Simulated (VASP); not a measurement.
Runs of VASP 6.6.1 on KBr. The structure is that of space group P6_3/mmc (No. 194), or close to it. The cells are those of the table. 

| level | cell | smearing | gap on the mesh (eV) | pressure (GPa) |
| --- | --- | --- | --- | --- |
| PBE | a = 5.338, b = 5.338, c = 6.626 Å, angles 90.0, 90.0, 120.0°, 4 atoms | fermi-dirac 0.02 eV | (c) | (b) |
| r2SCAN | a = 5.338, b = 5.338, c = 6.626 Å, angles 90.0, 90.0, 120.0°, 4 atoms | gaussian 0.01 eV | 4.89 | 1.4 |
| PBE | a = 5.317, b = 5.317, c = 6.203 Å, angles 90.0, 90.0, 120.0°, 4 atoms | fermi-dirac 0.02 eV | (a) | 3.5 |
| r2SCAN | a = 5.317, b = 5.317, c = 6.203 Å, angles 90.0, 90.0, 120.0°, 4 atoms | gaussian 0.01 eV | 4.96 | 3.0 |

Alike in all rows: task single point; potentials or basis VASP PAW PBE potentials, release 64 (K_sv, Br); no spin polarisation; k mesh 6 × 6 × 4; cutoff (eV) 520.

Task: Estimate the missing entries.

Result: (a) 4.42; (b) 1.9; (c) 4.34.

Caveats: the structure was generated, so it needn't be the stable form of KBr; the PAW data sets were made with another functional, which shifts forces and pressure a little (at least some runs); the cell stands under pressure (at least some runs).

A k mesh can miss the band edges, and the runs leave out spin-orbit coupling on Br.
